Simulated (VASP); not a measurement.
A run of VASP 6.6.1 is set up as follows.

File INCAR:

```
  PREC = Accurate
  ENCUT = 520
  EDIFF = 1E-6
  ISMEAR = -1
  SIGMA = 0.05
  LREAL = F
  LASPH = T
  NELM = 100
  ALGO = Fast
  ISIF = 2
  LWAVE = F
  LCHARG = F
  LDIPOL = T
  IDIPOL = 3
  DIPOL = 0.5 0.5 0.500
  GGA = RP
  IBRION = 2
  NSW = 60
  EDIFFG = -0.02
```

The input KPOINTS:

```
regular mesh
0
Gamma
  9 9 1
```

The input POSCAR:

```
AlRu
1.0
    2.9916000000      0.0000000000      0.0000000000
    0.0000000000      2.9916000000      0.0000000000
    0.0000000000      0.0000000000     25.4706000000
Ru Al
4 4
Selective dynamics
Direct
    0.5000000000      0.5000000000      0.2944571388  F F F
    0.5000000000      0.5000000000      0.4119102024  F F F
    0.5000000000      0.5000000000      0.5293632659  T T T
    0.5000000000      0.5000000000      0.6468163294  T T T
    0.0000000000      0.0000000000      0.3531836706  F F F
    0.0000000000      0.0000000000      0.4706367341  F F F
    0.0000000000      0.0000000000      0.5880897976  T T T
    0.0000000000      0.0000000000      0.7055428612  T T T
```

Potentials or basis: VASP PAW PBE potentials, release 64 (Ru_pv, Al).

Launch:

```sh
$ cat potpaw_PBE.64/Ru_pv/POTCAR potpaw_PBE.64/Al/POTCAR > POTCAR
$ mpirun -np 1 vasp_std > vasp.out
```

Problem. Estimate the band gap on the k mesh.

Solution. Zero (bands 34 and 35 overlap by 1.83 eV).

Problem. Estimate the energy gained by relaxing.

Solution. 21.0 meV/atom.

Final structure:
```cif
data_structure
_symmetry_space_group_name_H-M 'P 1'
_symmetry_Int_Tables_number 1
_cell_length_a 2.9916
_cell_length_b 2.9916
_cell_length_c 25.4706
_cell_angle_alpha 90.000
_cell_angle_beta 90.000
_cell_angle_gamma 90.000
_cell_volume 227.95
loop_
_atom_site_label
_atom_site_type_symbol
_atom_site_fract_x
_atom_site_fract_y
_atom_site_fract_z
_atom_site_occupancy
Ru1 Ru 0.50000 0.50000 0.29446 1
Ru2 Ru 0.50000 0.50000 0.41191 1
Ru3 Ru 0.50000 0.50000 0.52962 1
Ru4 Ru 0.50000 0.50000 0.65132 1
Al1 Al 0.00000 0.00000 0.35318 1
Al2 Al 0.00000 0.00000 0.47064 1
Al3 Al 0.00000 0.00000 0.58867 1
Al4 Al 0.00000 0.00000 0.70122 1
```
